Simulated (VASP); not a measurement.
# Li2H: single point with PBE

Crystal: Li2H.

```
Li H
1.0
     2.82288    0.00000    0.00000
     0.00000    4.17714    0.00000
     0.00000    0.00000    5.98465
Li H
4 2
Direct
  0.50000 0.00000 0.39330
  0.00000 0.50000 0.14680
  0.50000 0.00000 0.85320
  0.00000 0.50000 0.60670
  0.50000 0.50000 0.38981
  0.00000 0.00000 0.61019
```

```json
{
  "Program": "VASP 6.6.1",
  "Task": "single point",
  "Functional": "PBE",
  "Potentials or basis": "VASP PAW PBE potentials, release 64 (Li_sv, H)",
  "Cutoff": "520 eV",
  "k mesh": "14 × 10 × 6",
  "Occupations": "gaussian, width 0.1 eV",
  "Spin": "no spin polarisation",
  "Dipole correction": "no",
  "Further INCAR settings": "ALGO = Fast; EDIFF = 1e-06; NBANDS = 16"
}
```

```json
{
  "Largest force": "0.006 eV/Å",
  "Band gap on the k mesh": "zero (bands 7 and 8 overlap by 4.25 eV)"
}
```

Forces in eV/Å, atoms in the order of the input:
```
Li   0.000  0.000 -0.002
Li   0.000  0.000  0.002
Li   0.000  0.000 -0.002
Li   0.000  0.000  0.002
H    0.000  0.000  0.006
H    0.000  0.000 -0.006
```

Levels at points of the mesh, in eV from the Fermi level:
```tsv
k point	band 4	band 5	band 6	band 7	band 8	band 9	band 10	band 11
(0.00, 0.00, 0.00)	-46.50	-6.86	-4.19	-1.84	0.80	1.63	5.07	5.27
(0.50, 0.00, 0.00)	-46.49	-4.17	-4.17	1.18	1.18	2.29	2.29	5.40
(0.00, 0.50, 0.00)	-46.51	-5.75	-5.75	-1.19	-1.19	2.59	2.59	8.69
(0.50, 0.50, 0.00)	-46.49	-4.16	-4.16	2.69	2.69	2.73	2.73	3.17
(0.00, 0.00, 0.50)	-46.50	-6.78	-4.59	-1.35	1.33	2.37	2.62	4.90
(0.50, 0.00, 0.50)	-46.49	-4.10	-4.10	0.21	0.21	3.94	3.94	5.89
(0.00, 0.50, 0.50)	-46.51	-5.72	-5.72	-1.56	-1.56	4.58	4.58	5.78
(0.50, 0.50, 0.50)	-46.49	-4.10	-4.10	1.12	1.12	2.75	2.75	3.71
```

Wall time 6.9 min on 1 thread of Oxide Virtual Turin-like Processor (shared host), peak memory 0.26 GiB.
